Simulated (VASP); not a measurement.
A run of VASP 6.6.1:

INCAR

```
  PREC = Accurate
  ENCUT = 500
  EDIFF = 1E-6
  ISMEAR = -1
  SIGMA = 0.05
  LREAL = False
  LASPH = True
  NELM = 120
  ALGO = Normal
  ISIF = 2
  LWAVE = False
  LCHARG = True
  GGA = CA
  LELF = True
  LVHAR = True
  NBANDS = 10
  GGA_COMPAT = False
```

File KPOINTS:

```
regular mesh
0
Gamma
  16 16 16
```

Contents of POSCAR:

```
Cl
1.0
    0.0000000000      2.0836305847      2.0836305847
    2.0836305847      0.0000000000      2.0836305847
    2.0836305847      2.0836305847      0.0000000000
Cl
1
Direct
    0.0000000000      0.0000000000      0.0000000000
```

Potentials or basis: VASP PAW LDA potentials, release 64 (Cl).

Launch:

```sh
$ cat potpaw_LDA.64/Cl/POTCAR > POTCAR
$ mpirun -np 1 vasp_std > vasp.out
```

Hardware: 1 thread of AMD EPYC 9R45 96-Core Processor (Zen 5), on a shared host.

Q: Estimate the wall time of this run.

A: It took 9.7 s on 1 thread of AMD EPYC 9R45 96-Core Processor (Zen 5), on a shared host, peak memory 0.1 GiB. Counts: scf iterations 9, k points 145.
